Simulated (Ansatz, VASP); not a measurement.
Ag3GeI in VASP and in Ansatz

The input INCAR:

```
SYSTEM = Ag3GeI
  ALGO = Normal
  EDIFF = 1E-6
  ENCUT = 520
  GGA = PE
  ISIF = 2
  ISMEAR = 0
  LASPH = .True.
  LCHARG = .False.
  LREAL = .False.
  LWAVE = .False.
  NBANDS = 35
  NELM = 80
  PREC = Accurate
  SIGMA = 0.0553
```

KPOINTS

```
k-points
0
Gamma
  4 4 4
  0 0 0
```

POSCAR

```
Ag3GeI
1.0
    4.7821260000      0.0000000000      0.0000000000
    0.0000000000      4.7821260000      0.0000000000
    0.0000000000      0.0000000000      4.7821260000
Ag Ge I
3 1 1
Direct
    0.5300000000      0.8895000000      0.0175000000
    0.0175000000      0.5300000000      0.8895000000
    0.8895000000      0.0175000000      0.5300000000
    0.0319000000      0.0319000000      0.0319000000
    0.5000000000      0.5000000000      0.5000000000
```

Input for Ansatz:

```yaml
crystal:
  lattice:
    - [4.782126, 0.0, 0.0]
    - [0.0, 4.782126, 0.0]
    - [0.0, 0.0, 4.782126]
  atoms:
    - { symbol: Ag, position: [0.53, 0.8895, 0.0175] }
    - { symbol: Ag, position: [0.0175, 0.53, 0.8895] }
    - { symbol: Ag, position: [0.8895, 0.0175, 0.53] }
    - { symbol: Ge, position: [0.0319, 0.0319, 0.0319] }
    - { symbol: I, position: [0.5, 0.5, 0.5] }
  symmetry: { tolerance: 0.0003 }
kpoints:
  mp_grid: { grid: [4, 4, 4], shift: [0, 0, 0] }
magnetization:
  spin_polarized: false
scf:
  occupations: { method: gaussian, width: 0.0553 }
hamiltonian:
  pseudopotentials: { kind: paw }
  xc: pbe
basis:
  ecutwfc: 420
output:
  forces: true
  stress: true
  eigenvalues: true
```

Alike in both runs: task single point; functional PBE; k mesh 4 × 4 × 4; occupations gaussian, width 0.0553 eV; no spin polarisation.

```csv
,VASP,Ansatz
version,VASP 6.6.1,Ansatz 0.2.0
potentials or method,"VASP PAW PBE potentials, release 64 (Ag, Ge_d, I), cutoff 520 eV",PAW plane waves
valence electrons in the cell,54,88
```

|  | VASP | Ansatz | Ansatz less VASP |
| --- | --- | --- | --- |
| gap on the k mesh at the Fermi level (eV) | none | none | - |
| pressure (GPa) | 9.2 | 9.2 | +0.01 |
| traceless stress, the component that is largest in VASP (GPa) | 0.15 | 0.14 | -0.004 |
| rms of the force components (eV/Å) | 0.396 | 0.393 | -0.0031 |

Atom by atom the forces differ by 0.004 eV/Å (rms over components). A gap of «none» marks a metal or a gap that the smearing closes. VASP's potentials hold 54 valence electrons a cell and Ansatz's 88, so a difference there can come from the potentials and not from the codes.

Neither program's run includes spin-orbit coupling.
